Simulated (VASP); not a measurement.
# Al (C2/m) in VASP: further runs

Al is run at these levels: r2SCAN; tasks: electric field gradients.

All numbers are computed with VASP 6.6.1; they aren't measurements. Logs are shortened: lines on timing, memory, paths and dates and some standing lists are left out, and cuts for length are marked.

### Step 1. The cell of the first run

The structure is monoclinic, space group C2/m (No. 12). The conventional cell has a = 4.961 Å, b = 2.864 Å, c = 4.640 Å, α = 90.00°, β = 90.00°, γ = 90.00°. Within 3.1 Å of Al (site symmetry m) lie 10 Al at 2.34 to 3.06 Å.

### Step 2. Electric field gradients, r2SCAN (shortest bond scaled by 0.82)

Contents of POSCAR:

```
Al
1.0
    2.8642811953      0.0000000000      0.0000000000
   -1.4321405977      2.4805402787      0.0000000000
    0.0000000000      0.0000000000      4.6401355364
Al
2
Direct
    0.2733333333      0.6366666667      0.2050000000
    0.7266666667      0.3633333333      0.7950000000
```

Contents of INCAR.step1:

```
PREC = Accurate
ENCUT = 520
ISMEAR = -1
SIGMA = 0.05
LREAL = F
LASPH = T
NELM = 80
NBANDS = 10
GGA = PE
ALGO = Normal
EDIFF = 1E-4
LWAVE = T
LCHARG = F
```

Contents of INCAR.step2:

```
PREC = Accurate
ENCUT = 520
EDIFF = 1E-8
ISMEAR = -1
SIGMA = 0.05
LREAL = F
LASPH = T
NELM = 80
ALGO = Normal
ISIF = 2
LWAVE = F
LCHARG = F
METAGGA = R2SCAN
LMIXTAU = T
LEFG = T
NBANDS = 10
ISTART = 1
```

Contents of KPOINTS:

```
Automatic mesh
0
Gamma
  12 12 7
```

Potentials or basis: VASP PAW PBE potentials, release 64 (Al).

Run with:

```bash
cat potpaw_PBE.64/Al/POTCAR > POTCAR
cp INCAR.step1 INCAR
mpirun -np 1 vasp_std > vasp.out
cp INCAR.step2 INCAR
mpirun -np 1 vasp_std > vasp.out
```

OUTCAR:

```text
PREC = Accurate
   ENCUT = 520
   EDIFF = 1E-8
   ISMEAR = -1
   LREAL = F
   LASPH = T
   NELM = 80
   ISIF = 2
   METAGGA = R2SCAN
   ISTART = 1

 ion  position               nearest neighbor table
   1  0.273  0.637  0.205-   2 2.34   2 2.63   2 2.63   2 3.06   2 3.29   2 3.29
   2  0.727  0.363  0.795-   1 2.34   1 2.63   1 2.63   1 3.06   1 3.29   1 3.29

  LATTYP: Found a hexagonal cell.
 ALAT       =     2.8642811953
 C/A-ratio  =     1.6200000000

  Lattice vectors:

 A1 = (   2.8642811953,   0.0000000000,   0.0000000000)
 A2 = (  -1.4321405977,   2.4805402787,   0.0000000000)
 A3 = (   0.0000000000,   0.0000000000,   4.6401355364)

Analysis of symmetry for initial positions (statically):
=====================================================================
 Subroutine PRICEL returns:
 Original cell was already a primitive cell.

 Routine SETGRP: Setting up the symmetry group for a
 hexagonal supercell.

 Subroutine GETGRP returns: Found  4 space group operations
 (whereof  4 operations were pure point group operations)
 out of a pool of 24 trial point group operations.

The static configuration has the point symmetry C_2h.

Analysis of symmetry for dynamics (positions and initial velocities):
=====================================================================
 Subroutine PRICEL returns:
 Original cell was already a primitive cell.

 Routine SETGRP: Setting up the symmetry group for a
 hexagonal supercell.

 Subroutine GETGRP returns: Found  4 space group operations
 (whereof  4 operations were pure point group operations)
 out of a pool of 24 trial point group operations.

The dynamic configuration has the point symmetry C_2h.

 Subroutine INISYM returns: Found  4 space group operations
 (whereof  4 operations are pure point group operations),
 and found     1 'primitive' translations

----------------------------------------------------------------------------------------

                                     Primitive cell

  volume of cell :      32.9680

  direct lattice vectors                    reciprocal lattice vectors
     2.864281195  0.000000000  0.000000000     0.349127733  0.201568991  0.000000000
    -1.432140598  2.480540279  0.000000000     0.000000000  0.403137981  0.000000000
     0.000000000  0.000000000  4.640135536     0.000000000  0.000000000  0.215510946

  length of vectors
     2.864281195  2.864281195  4.640135536     0.403137981  0.403137981  0.215510946

  position of ions in fractional coordinates (direct lattice)
     0.273333333  0.636666667  0.205000000
     0.726666667  0.363333333  0.795000000

  ion indices of the primitive-cell ions
   primitive index   ion index
                 1           1
                 2           2

----------------------------------------------------------------------------------------

 KPOINTS: Automatic mesh

Automatic generation of k-mesh.
 Grid dimensions read from file:
 generate k-points for:   12   12    7

 Generating k-lattice:

  Cartesian coordinates                     Fractional coordinates (reciprocal lattice)
     0.029093978  0.016797416  0.000000000     0.083333333  0.000000000  0.000000000
     0.000000000  0.033594832  0.000000000     0.000000000  0.083333333  0.000000000
     0.000000000  0.000000000  0.030787278     0.000000000  0.000000000  0.142857143

  Length of vectors
     0.033594832  0.033594832  0.030787278

  Shift w.r.t. Gamma in fractional coordinates (k-lattice)
     0.000000000  0.000000000  0.000000000

 Subroutine IBZKPT returns following result:
 ===========================================

 Found    277 irreducible k-points:

 Following reciprocal coordinates:
            Coordinates               Weight
  0.000000  0.000000  0.000000      1.000000
  0.083333  0.000000  0.000000      2.000000
  0.000000  0.083333  0.000000      4.000000
  0.166667  0.000000  0.000000      2.000000
  0.000000  0.166667  0.000000      4.000000
  0.250000  0.000000  0.000000      2.000000
[... 16 lines left out ...]
 -0.083333  0.416667  0.000000      4.000000
 -0.416667  0.333333  0.000000      4.000000
 [... further k-points ...]
   k-points           NKPTS =    277   k-points in BZ     NKDIM =    277   number of bands    NBANDS=     10
   number of dos      NEDOS =    301   number of ions     NIONS =      2
   total plane-waves  NPLWV =  20736
   dimension x,y,z NGX =    24 NGY =   24 NGZ =   36
   dimension x,y,z NGXF=    48 NGYF=   48 NGZF=   72
   ions per type =               2
   NGX,Y,Z   is equivalent  to a cutoff of  13.93, 13.93, 12.90 a.u.
   NGXF,Y,Z  is equivalent  to a cutoff of  27.86, 27.86, 25.80 a.u.
 SYSTEM =  unknown system
   PREC   = accura    normal or accurate (medium, high low for compatibility)
   ISTART =      1    job   : 0-new  1-cont  2-samecut
   ICHARG =      0    charge: 1-file 2-atom 10-const
   ISPIN  =      1    spin polarized calculation?
   LNONCOLLINEAR =      F non collinear calculations
   LSORBIT =      F    spin-orbit coupling
   LASPH  =      T    aspherical Exc in radial PAW
   ENCUT  =  520.0 eV  38.22 Ry    6.18 a.u.   5.33  5.33  8.63*2*pi/ulx,y,z
   NELM   =     80;   NELMIN=  2; NELMDL=  0     # of ELM steps
   EDIFF  = 0.1E-07   stopping-criterion for ELM
   LREAL  =      F    real-space projection
   EDIFFG = 0.1E-06   stopping-criterion for IOM
   NSW    =      0    number of steps for IOM
   IBRION =     -1    ionic relax: 0-MD 1-quasi-New 2-CG
   NFREE  =      0    steps in history (QN), initial steepest desc. (CG)
   ISIF   =      2    stress and relaxation
   ISYM   =      2    0-nonsym 1-usesym 2-fastsym
   POTIM  = 0.5000    time-step for ionic-motion
   TEBEG  =    0.0;   TEEND  =   0.0 temperature during run
   PSTRESS=    0.0 pullay stress
   NELECT =       6.0000    total number of electrons
   NUPDOWN=      -1.0000    fix difference up-down
   EMIN   =  10.00;   EMAX   =-10.00  energy-range for DOS
   EFERMI =   0.00;   METHOD = LEGACY
   ISMEAR =    -1;   SIGMA  =   0.05  broadening in eV -4-tet -1-fermi 0-gaus
   EFERMI_NEDOS =   21; number of points for ismear=-14 and -15
   IALGO  =     38    algorithm
   IMIX   =      4    mixing-type and parameters
     AMIX     =   0.40;   BMIX     =  1.00
     AMIX_MAG =   1.60;   BMIX_MAG =  1.00
  volume/ion in A,a.u.               =      16.48       111.24
  Fermi-wavevector in a.u.,A,eV,Ry     =   0.927743  1.753180 11.710632  0.860707
  Thomas-Fermi vector in A             =   2.053845
   LORBIT       =      0    0 simple, 1 ext, 2 COOP (PROOUT), +10 PAW based schemes
   METAGGA = R2SCAN    functional components
   LHFCALC =     F    Hartree Fock is set to
   AEXX    =    0.0000 exact exchange contribution
   IVDW    =     0    specifies the selected vdW correction
   LEPSILON=     F    determine dielectric tensor
   LRPA    =     F    only Hartree local field effects (RPA)
 non-spin polarized calculation
  energy-cutoff  :      520.00
  volume of cell :       32.97
 maximum number of plane-waves:       905
 NGX is ok and might be reduce to    24
   NGX = 11   NGY = 11   NGZ = 17

 number of electron       6.0000000 magnetization

 Free energy of the ion-electron system (eV)
  ---------------------------------------------------
  ext. energy  EPLUGINS =         0.00000000
  ---------------------------------------------------
  free energy    TOTEN  =       -12.74904898 eV

  energy without entropy =      -12.74165993  energy(sigma->0) =      -12.74535445

 E-fermi :   7.9631     XC(G=0): -10.8615

 val. band max:        7.9574821130   @ k =  -0.1667   0.4167   0.4286
 cond. band min:       7.9702626305   @ k =   0.4167   0.3333   0.4286
 fundamental gap:      0.0127805175
 Fermi energy:         7.9630620845

 k-point     1 :       0.0000    0.0000    0.0000
  band No.  band energies     occupation
      1      -4.1375      2.00000
      2       3.3437      2.00000
      3       3.5091      2.00000
      4      18.2794      0.00000
      5      18.7430      0.00000
      6      18.9179      0.00000
      7      19.2951      0.00000
      8      21.0595      0.00000
      9      21.1052      0.00000
     10      24.2022      0.00000
[... 287 lines left out ...]
 k-point    24 :      -0.4167    0.3333    0.0000
  band No.  band energies     occupation
      1      -0.4769      2.00000
      2       5.3981      2.00000
      3       6.8139      2.00000
      4       7.3149      2.00000
      5      11.4634      0.00000
      6      12.9260      0.00000
      7      13.4498      0.00000
      8      17.6340      0.00000
      9      18.9348      0.00000
     10      19.3942      0.00000

 [... further k-points ...]

------------------------ aborting loop because EDIFF is reached ----------------------------------------

  FORCE on cell =-STRESS in cart. coord.  units (eV):
  Direction    XX          YY          ZZ          XY          YZ          ZX
  --------------------------------------------------------------------------------------
  -------------------------------------------------------------------------------------
  Total        0.8579993      0.3163920      2.7691581      0.4690457      0.8508510      1.4737155
  in kB       41.6970124     15.3760051    134.5754164     22.7946610     41.3496179     71.6195561
  external PRESSURE =      63.8828113 kB  Pullay stress =       0.0000000 kB

 VOLUME and BASIS-vectors are now :
 -----------------------------------------------------------------------------
  energy-cutoff  :      520.00
  volume of cell :       32.97
      direct lattice vectors                 reciprocal lattice vectors
     2.864281195  0.000000000  0.000000000     0.349127733  0.201568991  0.000000000
    -1.432140598  2.480540279  0.000000000     0.000000000  0.403137981  0.000000000
     0.000000000  0.000000000  4.640135536     0.000000000  0.000000000  0.215510946

 POSITION                                       TOTAL-FORCE (eV/Angst)
 -----------------------------------------------------------------------------------
     -0.12889      1.57928      0.95123         0.862547      0.497992      2.977699
      1.56103      0.90126      3.68891        -0.862547     -0.497992     -2.977699
 -----------------------------------------------------------------------------------
    total drift:                               -0.000000     -0.000000     -0.000000

  FREE ENERGIE OF THE ION-ELECTRON SYSTEM (eV)
  ---------------------------------------------------
  free  energy   TOTEN  =       -12.7490489773 eV

  energy  without entropy=      -12.7416599276  energy(sigma->0) =      -12.74535445

 Electric field gradients (V/A^2)
---------------------------------------------------------------------
 ion       V_xx      V_yy      V_zz      V_xy      V_xz      V_yz
---------------------------------------------------------------------
   1      -0.834     4.497    -3.663    -4.617    -4.984    -2.878
   2      -0.834     4.497    -3.663    -4.617    -4.984    -2.878
---------------------------------------------------------------------

 Electric field gradients after diagonalization (V/A^2)
 (convention: |V_zz| > |V_xx| > |V_yy|)
----------------------------------------------------------------------
 ion       V_xx      V_yy      V_zz     asymmetry (V_yy - V_xx)/ V_zz
----------------------------------------------------------------------
   1       7.162     2.175    -9.337       0.534
   2       7.162     2.175    -9.337       0.534
----------------------------------------------------------------------

           NMR quadrupolar parameters

 Cq : quadrupolar parameter    Cq=e*Q*V_zz/h
 eta: asymmetry parameters     (V_yy - V_xx)/ V_zz
 Q  : nuclear electric quadrupole moment in mb (millibarn)
----------------------------------------------------------------------
 ion       Cq(MHz)       eta       Q (mb)
----------------------------------------------------------------------
   1      -0.023       0.534       1.000
   2      -0.023       0.534       1.000
----------------------------------------------------------------------
```

Run time: 7.5 min. Hardware: 1 thread of Intel Xeon 8259CL, shared host; peak memory 0.21 GiB.

Results:

```yaml
Free_energy: -12.7490 eV
Pressure: 6.4 GPa
Largest_force: 3.140 eV/Å
Band_gap_on_the_k_mesh: zero (bands 3 and 4 overlap by 5.83 eV)
Largest_electric_field_gradient_by_atom: Al -9.3 V/Å²
```

Forces on the atoms (eV/Å):
```
Al   0.863  0.498  2.978
Al  -0.863 -0.498 -2.978
```

Stress tensor (GPa, compression positive):
```
 4.17  2.28  7.16
 2.28  1.54  4.13
 7.16  4.13 13.46
```

Electric field gradients, principal values (V/Å²):
```
atom  least  middle  greatest (by size)
1 Al  2.175   7.162              -9.337
2 Al  2.175   7.162              -9.337
```

Caveat: the cell differs from its parent crystal (shortest bond scaled by 0.82); the stress differs along the axes, from 2 to 13 GPa; without QUAD_EFG the Cq values of the log hold for a quadrupole moment of 1 mb, not for the nuclei; the PAW data sets were made with another functional, which shifts forces and pressure a little.

(Continued in part 2 of 3.)

The gap in the log of VASP goes by the Fermi energy; the results here count the filled bands.